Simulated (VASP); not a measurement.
Wanted: the native input for a VASP 6.6.1 run.

| Property | Result |
| --- | --- |
| Task | relaxation of cell and atoms |
| Functional | PBE |
| Potentials or basis | VASP PAW PBE potentials, release 64 (Y_sv, Ti_sv) |
| Cutoff | 600 eV |
| k mesh | 4 × 4 × 4 |
| Occupations | gaussian, width 0.1 eV |
| Spin | no spin polarisation |
| Dipole correction | no |
| Further INCAR settings | ALGO = Normal; EDIFF = 1e-06; IBRION = 2; EDIFFG = -0.04; NSW = 90; ISIF = 3 |

The structure of YTi3 lies in POSCAR:

```
YTi3
1.0
    4.0958430177      0.0000000000      0.0000000000
    0.0000000000      4.0958430177      0.0000000000
    0.0000000000      0.0000000000      4.0958430177
Y Ti
1 3
Direct
    0.0000000000      0.0000000000      0.0000000000
    0.0000000000      0.5000000000      0.5000000000
    0.5000000000      0.0000000000      0.5000000000
    0.5000000000      0.5000000000      0.0000000000
```

These files were run (other wordings do the same):

INCAR

```
  PREC = Accurate
  ENCUT = 600
  EDIFF = 1E-6
  ISMEAR = 0
  SIGMA = 0.1
  LREAL = F
  LASPH = T
  NELM = 100
  ALGO = Normal
  ISIF = 3
  LWAVE = F
  LCHARG = F
  GGA = PE
  IBRION = 2
  NSW = 90
  EDIFFG = -0.04
```

KPOINTS

```
Automatic mesh
0
Gamma
  4 4 4
```

Potentials or basis: VASP PAW PBE potentials, release 64 (Y_sv, Ti_sv).

The run is started by

```console
$ cat potpaw_PBE.64/Y_sv/POTCAR potpaw_PBE.64/Ti_sv/POTCAR > POTCAR
$ mpirun -np 1 vasp_std > vasp.out
```

Results of the run:

The relaxed volume is 20.28 Å³/atom and the relaxed cell is a = 4.329 Å, b = 4.329 Å, c = 4.329 Å, α = 90.00°, β = 90.00°, γ = 90.00°. The space group after relaxing (to 0.1 Å) is Pm-3m (No. 221) and the energy gained by relaxing is 150.7 meV/atom. The ionic steps are 3, the pressure after relaxing is 0.0 GPa and the band gap on the k mesh is zero (an odd number of electrons rules out a gap without spin polarisation).

Caveat: the k points lie up to 0.36 Å⁻¹ apart in the final cell, too coarse for converged energies and pressures of a metal; the volume moved by over 15 % at a fixed basis, so the end points are rough.

Run time: 56 s on 1 thread of Intel(R) Xeon(R) 6975P-C (Granite Rapids), with other jobs on the host, peak memory 0.23 GiB.
